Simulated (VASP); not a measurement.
Write the native input for VASP 6.6.1 that does the following.

```
Task                   : single point
Functional             : LDA
Potentials or basis    : VASP PAW LDA potentials, release 64 (Fe, Sb)
Cutoff                 : 520 eV
k mesh                 : 8 × 8 × 6
Occupations            : fermi-dirac, width 0.1 eV
Spin                   : collinear spin, ferromagnetic start
Starting moments       : [1.205, 1.205, 0.0, 0.0] μB
Fixed moment           : 2.41 μB
Dipole correction      : no
Further INCAR settings : ALGO = Normal; EDIFF = 1e-06; NBANDS = 25
```

The structure of FeSb lies in POSCAR:

```
FeSb
1.0
    4.0600000000      0.0000000000      0.0000000000
   -2.0300000000      3.5160631394      0.0000000000
    0.0000000000      0.0000000000      5.1300000000
Fe Sb
2 2
Direct
    0.0000000000      0.0000000000      0.0000000000
    0.0000000000      0.0000000000      0.5000000000
    0.3333333333      0.6666666667      0.2500000000
    0.6666666667      0.3333333333      0.7500000000
```

These files were run (other wordings do the same):

INCAR

```
SYSTEM = FeSb
  PREC = Accurate
  ENCUT = 520
  EDIFF = 1E-6
  ISMEAR = -1
  SIGMA = 0.1
  LREAL = .False.
  LASPH = .True.
  NELM = 150
  ALGO = Normal
  ISIF = 2
  LWAVE = .False.
  LCHARG = .False.
  ISPIN = 2
  MAGMOM = 1.205 1.205 0 0
  LORBIT = 11
  NUPDOWN = 2.41
  LMAXMIX = 4
  NBANDS = 25
```

KPOINTS

```
Automatic mesh
0
Gamma
  8 8 6
  0 0 0
```

Potentials or basis: VASP PAW LDA potentials, release 64 (Fe, Sb).

The run is started by

```sh
$ cat potpaw_LDA.64/Fe/POTCAR potpaw_LDA.64/Sb/POTCAR > POTCAR
$ mpirun -np 1 vasp_std > vasp.out
```

It gave:

- Pressure: -13.5 GPa
- Net moment: 2.41 μB per cell
- Site moments: Fe +1.29; Sb -0.06 μB
- Valence electrons inside the program's atomic spheres: Fe 7.23; Sb 2.44

Caveat: the cell stands under tension; the total moment is fixed, so each spin has its own Fermi level and the state may be an excited one; the run started ferromagnetic, and an antiferromagnetic order may lie lower in energy.

It took 2.5 min on 1 thread of Intel(R) Xeon(R) 6975P-C (Granite Rapids) (shared host), peak memory 0.24 GiB.
